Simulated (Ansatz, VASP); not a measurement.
**Ca: VASP beside Ansatz**

The input INCAR:

```
PREC = Accurate
ENCUT = 520
EDIFF = 1E-7
ISMEAR = 0
SIGMA = 0.1
LREAL = False
LASPH = True
NELM = 80
ALGO = Fast
ISIF = 2
LWAVE = False
LCHARG = False
GGA = PS
NBANDS = 11
```

Contents of KPOINTS:

```
Automatic mesh
0
Gamma
  12 12 12
```

The input POSCAR:

```
Ca
1.0
    3.5414048239      0.0000000000      0.0000000000
    0.0000000000      3.5414048239      0.0000000000
    0.0000000000      0.0000000000      3.5414048239
Ca
1
Direct
    0.0000000000      0.0000000000      0.0000000000
```

Input for Ansatz:

```yaml
crystal:
  lattice:
    - [3.5414048239, 0.0, 0.0]
    - [0.0, 3.5414048239, 0.0]
    - [0.0, 0.0, 3.5414048239]
  atoms:
    - { symbol: Ca, position: [0.0, 0.0, 0.0] }
basis:
  ecutwfc: 420
kpoints:
  mp_grid: { grid: [12, 12, 12] }
hamiltonian:
  xc: pbesol
scf:
  occupations: { method: gaussian, width: 0.1 }
output:
  forces: true
  stress: true
  eigenvalues: true
```

Alike in both runs: task single point; functional PBEsol; k mesh 12 × 12 × 12; occupations gaussian, width 0.1 eV; no spin polarisation.

|  | VASP | Ansatz |
| --- | --- | --- |
| version | VASP 6.6.1 | Ansatz 0.2.0 |
| potentials or method | VASP PAW PBE potentials, release 64 (Ca_sv), cutoff 520 eV | scalar-relativistic, plane waves, PAW |
| valence electrons in the cell | 10 | 10 |

|  | VASP | Ansatz | Ansatz less VASP |
| --- | --- | --- | --- |
| gap on the k mesh at the Fermi level (eV) | none | none | - |
| pressure (GPa) | -0.8 | -0.8 | 0.00 |

VASP's potentials were made for PBE, not for PBEsol. A gap of «none» marks a metal or a gap that the smearing closes. The functional is the same, so the differences come from potentials, cutoffs and numerics.
